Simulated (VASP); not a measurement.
# Ti (P6_3/mmc) in VASP: settings compared, part 3 of 3

VASP 6.6.1. The steps go on from the part before.

## Step 4: Single point, PBE

This run uses another cell than the first one, of 17.64 Å³/atom.

File INCAR:

```
PREC = Accurate
ENCUT = 520
EDIFF = 1E-7
ISMEAR = -1
SIGMA = 0.04
LREAL = F
LASPH = T
NELM = 60
ALGO = Normal
ISIF = 2
LWAVE = F
LCHARG = F
GGA = PE
NBANDS = 19
```

File KPOINTS:

```
Automatic mesh
0
Gamma
  4 4 2
```

File POSCAR:

```
Ti
1.0
    2.9500000000      0.0000000000      0.0000000000
   -1.4750000000      2.5547749412      0.0000000000
    0.0000000000      0.0000000000      4.6800000000
Ti
2
Direct
    0.6666666667      0.3333333333      0.7500000000
    0.3333333333      0.6666666667      0.2500000000
```

Potentials or basis: VASP PAW PBE potentials, release 64 (Ti_sv).

Launch:

```sh
$ cat potpaw_PBE.64/Ti_sv/POTCAR > POTCAR
$ mpirun -np 1 vasp_std > vasp.out
```

OUTCAR:

```text
PREC = Accurate
   ENCUT = 520
   EDIFF = 1E-7
   ISMEAR = -1
   LREAL = F
   LASPH = T
   NELM = 60
   ISIF = 2
   GGA = PE

 ion  position               nearest neighbor table
   1  0.667  0.333  0.750-   2 2.89   2 2.89   2 2.89   2 2.89   2 2.89   2 2.89
   2  0.333  0.667  0.250-   1 2.89   1 2.89   1 2.89   1 2.89   1 2.89   1 2.89

  LATTYP: Found a hexagonal cell.
 ALAT       =     2.9500000000
 C/A-ratio  =     1.5864406780

  Lattice vectors:

 A1 = (   2.9500000000,   0.0000000000,   0.0000000000)
 A2 = (  -1.4750000000,   2.5547749412,   0.0000000000)
 A3 = (   0.0000000000,   0.0000000000,   4.6800000000)

Analysis of symmetry for initial positions (statically):
=====================================================================
 Subroutine PRICEL returns:
 Original cell was already a primitive cell.

 Routine SETGRP: Setting up the symmetry group for a
 hexagonal supercell.

 Subroutine GETGRP returns: Found 24 space group operations
 (whereof 12 operations were pure point group operations)
 out of a pool of 24 trial point group operations.

The static configuration has the point symmetry D_3d.
 The point group associated with its full space group is D_6h.

Analysis of symmetry for dynamics (positions and initial velocities):
=====================================================================
 Subroutine PRICEL returns:
 Original cell was already a primitive cell.

 Routine SETGRP: Setting up the symmetry group for a
 hexagonal supercell.

 Subroutine GETGRP returns: Found 24 space group operations
 (whereof 12 operations were pure point group operations)
 out of a pool of 24 trial point group operations.

The dynamic configuration has the point symmetry D_3d.
 The point group associated with its full space group is D_6h.

 Subroutine INISYM returns: Found 24 space group operations
 (whereof 12 operations are pure point group operations),
 and found     1 'primitive' translations

----------------------------------------------------------------------------------------

                                     Primitive cell

  volume of cell :      35.2712

  direct lattice vectors                    reciprocal lattice vectors
     2.950000000  0.000000000  0.000000000     0.338983051  0.195711956  0.000000000
    -1.475000000  2.554774941  0.000000000     0.000000000  0.391423911  0.000000000
     0.000000000  0.000000000  4.680000000     0.000000000  0.000000000  0.213675214

  length of vectors
     2.950000000  2.950000000  4.680000000     0.391423911  0.391423911  0.213675214

  position of ions in fractional coordinates (direct lattice)
     0.666666667  0.333333333  0.750000000
     0.333333333  0.666666667  0.250000000

  ion indices of the primitive-cell ions
   primitive index   ion index
                 1           1
                 2           2

----------------------------------------------------------------------------------------

 KPOINTS: Automatic mesh

Automatic generation of k-mesh.
 Grid dimensions read from file:
 generate k-points for:    4    4    2

 Generating k-lattice:

  Cartesian coordinates                     Fractional coordinates (reciprocal lattice)
     0.084745763  0.048927989  0.000000000     0.250000000 -0.000000000  0.000000000
     0.000000000  0.097855978  0.000000000     0.000000000  0.250000000  0.000000000
     0.000000000  0.000000000  0.106837607     0.000000000  0.000000000  0.500000000

  Length of vectors
     0.097855978  0.097855978  0.106837607

  Shift w.r.t. Gamma in fractional coordinates (k-lattice)
     0.000000000  0.000000000  0.000000000

 Subroutine IBZKPT returns following result:
 ===========================================

 Found      8 irreducible k-points:

 Following reciprocal coordinates:
            Coordinates               Weight
  0.000000  0.000000  0.000000      1.000000
  0.250000  0.000000  0.000000      6.000000
  0.500000  0.000000  0.000000      3.000000
  0.250000  0.250000  0.000000      6.000000
  0.000000  0.000000  0.500000      1.000000
  0.250000  0.000000  0.500000      6.000000
  0.500000  0.000000  0.500000      3.000000
  0.250000  0.250000  0.500000      6.000000
   k-points           NKPTS =      8   k-points in BZ     NKDIM =      8   number of bands    NBANDS=     19
   number of dos      NEDOS =    301   number of ions     NIONS =      2
   total plane-waves  NPLWV =  20736
   dimension x,y,z NGX =    24 NGY =   24 NGZ =   36
   dimension x,y,z NGXF=    48 NGYF=   48 NGZF=   72
   ions per type =               2
   NGX,Y,Z   is equivalent  to a cutoff of  13.53, 13.53, 12.79 a.u.
   NGXF,Y,Z  is equivalent  to a cutoff of  27.05, 27.05, 25.58 a.u.
 SYSTEM =  unknown system
   PREC   = accura    normal or accurate (medium, high low for compatibility)
   ISTART =      0    job   : 0-new  1-cont  2-samecut
   ICHARG =      2    charge: 1-file 2-atom 10-const
   ISPIN  =      1    spin polarized calculation?
   LNONCOLLINEAR =      F non collinear calculations
   LSORBIT =      F    spin-orbit coupling
   LASPH  =      T    aspherical Exc in radial PAW
   ENCUT  =  520.0 eV  38.22 Ry    6.18 a.u.   5.49  5.49  8.70*2*pi/ulx,y,z
   NELM   =     60;   NELMIN=  2; NELMDL= -5     # of ELM steps
   EDIFF  = 0.1E-06   stopping-criterion for ELM
   LREAL  =      F    real-space projection
   EDIFFG = 0.1E-05   stopping-criterion for IOM
   NSW    =      0    number of steps for IOM
   IBRION =     -1    ionic relax: 0-MD 1-quasi-New 2-CG
   NFREE  =      0    steps in history (QN), initial steepest desc. (CG)
   ISIF   =      2    stress and relaxation
   ISYM   =      2    0-nonsym 1-usesym 2-fastsym
   POTIM  = 0.5000    time-step for ionic-motion
   TEBEG  =    0.0;   TEEND  =   0.0 temperature during run
   PSTRESS=    0.0 pullay stress
   NELECT =      24.0000    total number of electrons
   NUPDOWN=      -1.0000    fix difference up-down
   EMIN   =  10.00;   EMAX   =-10.00  energy-range for DOS
   EFERMI =   0.00;   METHOD = LEGACY
   ISMEAR =    -1;   SIGMA  =   0.04  broadening in eV -4-tet -1-fermi 0-gaus
   EFERMI_NEDOS =   21; number of points for ismear=-14 and -15
   IALGO  =     38    algorithm
   IMIX   =      4    mixing-type and parameters
     AMIX     =   0.40;   BMIX     =  1.00
     AMIX_MAG =   1.60;   BMIX_MAG =  1.00
  volume/ion in A,a.u.               =      17.64       119.01
  Fermi-wavevector in a.u.,A,eV,Ry     =   1.439920  2.721055 28.209912  2.073370
  Thomas-Fermi vector in A             =   2.558722
   LORBIT       =      0    0 simple, 1 ext, 2 COOP (PROOUT), +10 PAW based schemes
   GGA     = PE    functional components
   LHFCALC =     F    Hartree Fock is set to
   AEXX    =    0.0000 exact exchange contribution
   IVDW    =     0    specifies the selected vdW correction
   LEPSILON=     F    determine dielectric tensor
   LRPA    =     F    only Hartree local field effects (RPA)
 non-spin polarized calculation
  energy-cutoff  :      520.00
  volume of cell :       35.27
 maximum number of plane-waves:       966
 NGX is ok and might be reduce to    24
   NGX = 11   NGY = 11   NGZ = 17

 number of electron      24.0000002 magnetization

 Free energy of the ion-electron system (eV)
  ---------------------------------------------------
  ext. energy  EPLUGINS =         0.00000000
  ---------------------------------------------------
  free energy    TOTEN  =       -15.62044317 eV

  energy without entropy =      -15.60089742  energy(sigma->0) =      -15.61067030

 E-fermi :   8.0310     XC(G=0): -11.4237

 val. band max:        7.7806310856   @ k =   0.2500   0.0000   0.0000
 cond. band min:       8.0586766961   @ k =   0.2500   0.2500   0.5000
 fundamental gap:      0.2780456105
 Fermi energy:         8.0309893881

 k-point     1 :       0.0000    0.0000    0.0000
  band No.  band energies     occupation
      1     -48.6933      2.00000
      2     -48.5654      2.00000
      3     -25.2811      2.00000
      4     -24.6421      2.00000
      5     -24.6421      2.00000
      6     -24.6089      2.00000
[... 11 lines left out ...]
     18       9.7835      0.00000
     19      11.2753      0.00000
[... 133 lines left out ...]
 k-point     8 :       0.2500    0.2500    0.5000
  band No.  band energies     occupation
      1     -48.5620      2.00000
      2     -48.5620      2.00000
      3     -25.0974      2.00000
      4     -25.0974      2.00000
      5     -24.8306      2.00000
      6     -24.8306      2.00000
[... 11 lines left out ...]
     18      11.4911      0.00000
     19      12.8809      0.00000

------------------------ aborting loop because EDIFF is reached ----------------------------------------

  FORCE on cell =-STRESS in cart. coord.  units (eV):
  Direction    XX          YY          ZZ          XY          YZ          ZX
  --------------------------------------------------------------------------------------
  -------------------------------------------------------------------------------------
  Total       -0.2384210     -0.2384210     -0.5720847      0.0000000      0.0000000      0.0000000
  in kB      -10.8301512    -10.8301512    -25.9866580      0.0000000      0.0000000      0.0000000
  external PRESSURE =     -15.8823201 kB  Pullay stress =       0.0000000 kB

 VOLUME and BASIS-vectors are now :
 -----------------------------------------------------------------------------
  energy-cutoff  :      520.00
  volume of cell :       35.27
      direct lattice vectors                 reciprocal lattice vectors
     2.950000000  0.000000000  0.000000000     0.338983051  0.195711956  0.000000000
    -1.475000000  2.554774941  0.000000000     0.000000000  0.391423911  0.000000000
     0.000000000  0.000000000  4.680000000     0.000000000  0.000000000  0.213675214

 POSITION                                       TOTAL-FORCE (eV/Angst)
 -----------------------------------------------------------------------------------
      1.47500      0.85159      3.51000         0.000000     -0.000000      0.000000
     -0.00000      1.70318      1.17000        -0.000000      0.000000      0.000000
 -----------------------------------------------------------------------------------
    total drift:                               -0.000000      0.000000     -0.000000

  FREE ENERGIE OF THE ION-ELECTRON SYSTEM (eV)
  ---------------------------------------------------
  free  energy   TOTEN  =       -15.6204431724 eV

  energy  without entropy=      -15.6008974203  energy(sigma->0) =      -15.61067030
```

OSZICAR:

```text
N       E                     dE             d eps       ncg     rms          rms(c)
DAV:   1     0.255973373110E+03    0.25597E+03   -0.12775E+04   312   0.158E+03
DAV:   2     0.125683874417E+02   -0.24340E+03   -0.23930E+03   319   0.434E+02
DAV:   3    -0.164268721707E+02   -0.28995E+02   -0.28695E+02   562   0.124E+02
DAV:   4    -0.176180789751E+02   -0.11912E+01   -0.11887E+01   337   0.261E+01
DAV:   5    -0.176798412970E+02   -0.61762E-01   -0.61757E-01   445   0.422E+00    0.116E+01
DAV:   6    -0.156208302192E+02    0.20590E+01   -0.75472E+00   348   0.275E+01    0.291E+00
DAV:   7    -0.156018147477E+02    0.19015E-01   -0.64312E-01   437   0.592E+00    0.203E+00
DAV:   8    -0.156267365594E+02   -0.24922E-01   -0.19025E-01   343   0.490E+00    0.671E-01
DAV:   9    -0.156200306681E+02    0.67059E-02   -0.36221E-02   343   0.201E+00    0.819E-02
DAV:  10    -0.156204418191E+02   -0.41115E-03   -0.27358E-03   425   0.347E-01    0.709E-02
DAV:  11    -0.156204531545E+02   -0.11335E-04   -0.14838E-04   397   0.884E-02    0.418E-02
DAV:  12    -0.156204449165E+02    0.82379E-05   -0.37647E-05   340   0.603E-02    0.586E-03
DAV:  13    -0.156204417314E+02    0.31851E-05   -0.33390E-06   424   0.149E-02    0.295E-03
DAV:  14    -0.156204430026E+02   -0.12711E-05   -0.34869E-07   316   0.503E-03    0.909E-04
DAV:  15    -0.156204431961E+02   -0.19357E-06   -0.27079E-08   178   0.104E-03    0.232E-04
DAV:  16    -0.156204431724E+02    0.23763E-07   -0.89103E-09   161   0.665E-04
   1 F= -.15620443E+02 E0= -.15610670E+02  d E =-.195458E-01
```

stdout:

```text
POSCAR found type information on POSCAR Ti
 POSCAR found :  1 types and       2 ions
 scaLAPACK will be used
 LDA part: xc-table for (Slater+PW92), standard interpolation
 POSCAR, INCAR and KPOINTS ok, starting setup
 FFT: planning ... GRIDC
 FFT: planning ... GRID_SOFT
 FFT: planning ... GRID
 WAVECAR not read
 entering main loop
```

Run time: 9.7 s. Hardware: 1 thread of Intel Xeon 8259CL, shared host; peak memory 0.15 GiB.

What came out:

```yaml
Free_energy: -15.6204 eV
Pressure: -1.6 GPa
Band_gap_on_the_k_mesh: zero (bands 12 and 13 overlap by 0.91 eV)
```

Caveat: the k points lie up to 0.67 Å⁻¹ apart, too coarse for converged energies and pressures of a metal.

## Step 5: Single point, PBE

This run uses another cell than the first one, of 17.64 Å³/atom.

File INCAR:

```
PREC = Accurate ; ENCUT = 520
EDIFF = 1E-7 ; ISMEAR = 0
SIGMA = 0.027000000000000003 ; LREAL = F
LASPH = T ; NELM = 100
ALGO = Fast ; ISIF = 2
LWAVE = F ; LCHARG = F
GGA = PE ; NBANDS = 19
```

File KPOINTS:

```
regular mesh
0
Gamma
  10 10 6
```

POSCAR is that of step 4.

Potentials or basis: VASP PAW PBE potentials, release 64 (Ti_sv).

Launch:

```sh
$ cat potpaw_PBE.64/Ti_sv/POTCAR > POTCAR
$ mpirun -np 1 vasp_std > vasp.out
```

OUTCAR:

```text
PREC = Accurate
   ENCUT = 520
   EDIFF = 1E-7
   ISMEAR = 0
   LREAL = F
   LASPH = T
   NELM = 100
   ISIF = 2
   GGA = PE

 ion  position               nearest neighbor table
   1  0.667  0.333  0.750-   2 2.89   2 2.89   2 2.89   2 2.89   2 2.89   2 2.89
   2  0.333  0.667  0.250-   1 2.89   1 2.89   1 2.89   1 2.89   1 2.89   1 2.89

  LATTYP: Found a hexagonal cell.
 ALAT       =     2.9500000000
 C/A-ratio  =     1.5864406780

  Lattice vectors:

 A1 = (   2.9500000000,   0.0000000000,   0.0000000000)
 A2 = (  -1.4750000000,   2.5547749412,   0.0000000000)
 A3 = (   0.0000000000,   0.0000000000,   4.6800000000)

Analysis of symmetry for initial positions (statically):
=====================================================================
 Subroutine PRICEL returns:
 Original cell was already a primitive cell.

 Routine SETGRP: Setting up the symmetry group for a
 hexagonal supercell.

 Subroutine GETGRP returns: Found 24 space group operations
 (whereof 12 operations were pure point group operations)
 out of a pool of 24 trial point group operations.

The static configuration has the point symmetry D_3d.
 The point group associated with its full space group is D_6h.

Analysis of symmetry for dynamics (positions and initial velocities):
=====================================================================
 Subroutine PRICEL returns:
 Original cell was already a primitive cell.

 Routine SETGRP: Setting up the symmetry group for a
 hexagonal supercell.

 Subroutine GETGRP returns: Found 24 space group operations
 (whereof 12 operations were pure point group operations)
 out of a pool of 24 trial point group operations.

The dynamic configuration has the point symmetry D_3d.
 The point group associated with its full space group is D_6h.

 Subroutine INISYM returns: Found 24 space group operations
 (whereof 12 operations are pure point group operations),
 and found     1 'primitive' translations
[... 105 lines left out ...]
   PSTRESS=    0.0 pullay stress
   NELECT =      24.0000    total number of electrons
   NUPDOWN=      -1.0000    fix difference up-down
   EMIN   =  10.00;   EMAX   =-10.00  energy-range for DOS
   EFERMI =   0.00;   METHOD = LEGACY
   ISMEAR =     0;   SIGMA  =   0.03  broadening in eV -4-tet -1-fermi 0-gaus
   EFERMI_NEDOS =   21; number of points for ismear=-14 and -15
   IALGO  =     68    algorithm
   IMIX   =      4    mixing-type and parameters
     AMIX     =   0.40;   BMIX     =  1.00
     AMIX_MAG =   1.60;   BMIX_MAG =  1.00
  volume/ion in A,a.u.               =      17.64       119.01
  Fermi-wavevector in a.u.,A,eV,Ry     =   1.439920  2.721055 28.209912  2.073370
  Thomas-Fermi vector in A             =   2.558722
   LORBIT       =      0    0 simple, 1 ext, 2 COOP (PROOUT), +10 PAW based schemes
   GGA     = PE    functional components
   LHFCALC =     F    Hartree Fock is set to
   AEXX    =    0.0000 exact exchange contribution
   IVDW    =     0    specifies the selected vdW correction
   LEPSILON=     F    determine dielectric tensor
   LRPA    =     F    only Hartree local field effects (RPA)
 non-spin polarized calculation
 RMM-DIIS sequential band-by-band and
 Gauss-broadening in eV      SIGMA  =   0.03
  energy-cutoff  :      520.00
  volume of cell :       35.27
 maximum number of plane-waves:       973
 NGX is ok and might be reduce to    24
   NGX = 11   NGY = 11   NGZ = 17

 number of electron      24.0000002 magnetization

 Free energy of the ion-electron system (eV)
  ---------------------------------------------------
  ext. energy  EPLUGINS =         0.00000000
  ---------------------------------------------------
  free energy    TOTEN  =       -15.66566047 eV

  energy without entropy =      -15.66444029  energy(sigma->0) =      -15.66505038

 E-fermi :   8.1524     XC(G=0): -11.4269

 val. band max:        8.1520681448   @ k =   0.1000   0.1000   0.1667
 cond. band min:       8.1547848493   @ k =   0.0000   0.0000   0.3333
 fundamental gap:      0.0027167045
 Fermi energy:         8.1523755706

 k-point     1 :       0.0000    0.0000    0.0000
  band No.  band energies     occupation
      1     -48.7202      2.00000
      2     -48.5926      2.00000
      3     -25.2896      2.00000
      4     -24.6755      2.00000
      5     -24.6755      2.00000
      6     -24.6187      2.00000
[... 505 lines left out ...]
      6     -24.8167      2.00000
[... 11 lines left out ...]
     18      11.5222      0.00000
     19      12.2272      0.00000

 [... further k-points ...]
[... 5 lines left out ...]
  --------------------------------------------------------------------------------------
  -------------------------------------------------------------------------------------
  Total       -0.3561548     -0.3561548     -0.4135934      0.0000000      0.0000000      0.0000000
  in kB      -16.1781483    -16.1781483    -18.7872689      0.0000000      0.0000000      0.0000000
  external PRESSURE =     -17.0478551 kB  Pullay stress =       0.0000000 kB

 VOLUME and BASIS-vectors are now :
 -----------------------------------------------------------------------------
  energy-cutoff  :      520.00
  volume of cell :       35.27
      direct lattice vectors                 reciprocal lattice vectors
     2.950000000  0.000000000  0.000000000     0.338983051  0.195711956  0.000000000
    -1.475000000  2.554774941  0.000000000     0.000000000  0.391423911  0.000000000
     0.000000000  0.000000000  4.680000000     0.000000000  0.000000000  0.213675214

 POSITION                                       TOTAL-FORCE (eV/Angst)
 -----------------------------------------------------------------------------------
      1.47500      0.85159      3.51000        -0.000000     -0.000000      0.000000
     -0.00000      1.70318      1.17000         0.000000      0.000000      0.000000
 -----------------------------------------------------------------------------------
    total drift:                               -0.000000      0.000000     -0.000000

  FREE ENERGIE OF THE ION-ELECTRON SYSTEM (eV)
  ---------------------------------------------------
  free  energy   TOTEN  =       -15.6656604732 eV

  energy  without entropy=      -15.6644402904  energy(sigma->0) =      -15.66505038
```

Wall time 2.9 min (1 thread of Intel Xeon 8259CL, shared host); peak memory 0.17 GiB.

Results:

```
Free energy            : -15.6657 eV
Pressure               : -1.7 GPa
Band gap on the k mesh : zero (bands 12 and 13 overlap by 1.00 eV)
```

## Step 6: Summary

```tsv
task	level	potentials or basis	cell	k mesh	cutoff (eV)	smearing	tolerance level	purpose	passes	dipole correction	gap on the mesh (eV)	pressure (GPa)
relaxation of cell and atoms	LDA	VASP PAW LDA potentials, release 64 (Ti_sv)	relaxed from a = 3.045, b = 3.045, c = 4.831 Å, angles 90.0, 90.0, 120.0°, 2 atoms	14 × 14 × 8	720	methfessel-paxton 0.05 eV	tight	cell	3	-	none	0.0
single point	b88 exchange, pbe correlation	VASP PAW PBE potentials, release 64 (Ti_sv)	a = 2.869, b = 2.869, c = 4.552 Å, angles 90.0, 90.0, 120.0°, 2 atoms	11 × 11 × 6	500	methfessel-paxton 0.15 eV	-	-	-	no	none	7.9
single point	PBE	VASP PAW PBE potentials, release 64 (Ti_sv)	a = 2.950, b = 2.950, c = 4.680 Å, angles 90.0, 90.0, 120.0°, 2 atoms	4 × 4 × 2	520	fermi-dirac 0.04 eV	-	-	-	no	none	-1.6
single point	PBE	VASP PAW PBE potentials, release 64 (Ti_sv)	a = 2.950, b = 2.950, c = 4.680 Å, angles 90.0, 90.0, 120.0°, 2 atoms	10 × 10 × 6	520	gaussian 0.027 eV	-	-	-	no	none	-1.7
```

Alike in all rows: no spin polarisation.

Caveats: some runs use coarse meshes; the volume moved by over 15 % at a fixed basis, so the end points are rough (at least some runs); the cell stands under pressure (at least some runs); the PAW data sets were made with another functional, which shifts forces and pressure a little (at least some runs).

Total energies depend on the potentials used, so only differences within one code and one set of settings carry meaning.
